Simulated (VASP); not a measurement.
Si2Ge:

```xyz
6
Lattice="-1.9450 1.9450 8.2500 1.9450 -1.9450 8.2500 1.9450 1.9450 -8.2500" Properties=species:S:1:pos:R:3 pbc="T T T"
Si    1.9450    0.0000    1.3749
Si    1.9450    0.0000    6.8751
Si    0.0000    0.0000   11.0001
Si    0.0000    0.0000    5.4999
Ge    0.0000    0.0000    0.0000
Ge    0.0000    1.9450    4.1250
```

| Property | Result |
| --- | --- |
| Program | VASP 6.6.1 |
| Task | relaxation of cell and atoms |
| Functional | PBE |
| Potentials or basis | VASP PAW PBE potentials, release 64 (Si, Ge_d) |
| Cutoff | 600 eV |
| k mesh | 6 × 6 × 6 |
| Occupations | gaussian, width 0.2 eV |
| Spin | no spin polarisation |

At the start: pressure 2.4 GPa; volume 20.81 Å³/atom.

Q: Where does the relaxation end?

A: Over 4 steps the energy falls by 8.6 meV/atom and the volume is 21.39 Å³/atom (+2.8 %); space group I4_1/amd (No. 141, to 0.1 Å) before and after.

Step by step:
```csv
step,energy change (eV),largest force (eV/Å),pressure (GPa),volume (Å³)
1,0.0000,0.5334,2.40,124.84
2,-0.0425,0.0273,-1.27,130.55
3,-0.0494,0.1187,-0.33,128.95
4,-0.0514,0.0090,0.03,128.33
```

Final structure:
```xyz
6
Lattice="-1.9645 1.9645 8.3133 1.9645 -1.9645 8.3133 1.9645 1.9645 -8.3133" Properties=species:S:1:pos:R:3 pbc="T T T"
Si    1.9645    0.0000    1.4104
Si    1.9645    0.0000    6.9029
Si    0.0000    0.0000   11.0596
Si    0.0000    0.0000    5.5671
Ge    0.0000    0.0000   16.6267
Ge    0.0000    1.9645    4.1567
```
